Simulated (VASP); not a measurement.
Wanted: the native input for a VASP 6.6.1 run.

| Quantity | Value |
| --- | --- |
| Task | single point |
| Functional | LDA |
| Potentials or basis | VASP PAW LDA potentials, release 64 (C) |
| Cutoff | 520 eV |
| k mesh | 12 × 12 × 2 |
| Occupations | gaussian, width 0.05 eV |
| Spin | no spin polarisation |
| Dipole correction | no |
| Further INCAR settings | ALGO = Normal; EDIFF = 1e-07; NBANDS = 36 |

The structure of C lies in POSCAR:

```
C
1.0
    2.4921382545      0.0000000000      0.0000000000
   -1.2460691272      2.1582550381      0.0000000000
    0.0000000000      0.0000000000     12.2917957867
C
12
Direct
    0.0000000000      0.0000000000      0.1868599868
    0.0000000000      0.0000000000      0.6868599868
    0.0000000000      0.0000000000      0.3131400132
    0.0000000000      0.0000000000      0.8131400132
    0.3333333333      0.6666666667      0.5207718743
    0.6666666667      0.3333333333      0.0207718743
    0.3333333333      0.6666666667      0.9792281257
    0.6666666667      0.3333333333      0.4792281257
    0.3333333333      0.6666666667      0.6450609412
    0.6666666667      0.3333333333      0.1450609412
    0.3333333333      0.6666666667      0.8549390588
    0.6666666667      0.3333333333      0.3549390588
```

These files were run (other wordings do the same):

INCAR

```
ALGO     = Normal         # electronic algorithm
EDIFF    = 1E-7           # SCF threshold, eV
ENCUT    = 520            # plane-wave cutoff, eV
ISIF     = 2              # what is computed and relaxed
ISMEAR   = 0              # smearing method
LASPH    = True           # aspherical terms in the spheres
LCHARG   = False          # write CHGCAR
LREAL    = False          # projectors in reciprocal space
LWAVE    = False          # write WAVECAR
NBANDS   = 36             # bands
NELM     = 60             # most SCF steps
PREC     = Accurate       # precision mode
SIGMA    = 0.05           # smearing width, eV
```

KPOINTS

```
k-points
0
Gamma
  12 12 2
```

Potentials or basis: VASP PAW LDA potentials, release 64 (C).

Run with:

```console
$ cat potpaw_LDA.64/C/POTCAR > POTCAR
$ mpirun -np 1 vasp_std > vasp.out
```

It gave:

The pressure is 1.7 GPa, the largest force is 0.005 eV/Å and the band gap on the k mesh is 4.50 eV, indirect (least direct gap 5.41 eV).

Wall time 46 s on 1 thread of Intel(R) Xeon(R) 6975P-C (Granite Rapids) (shared host), peak memory 0.19 GiB.
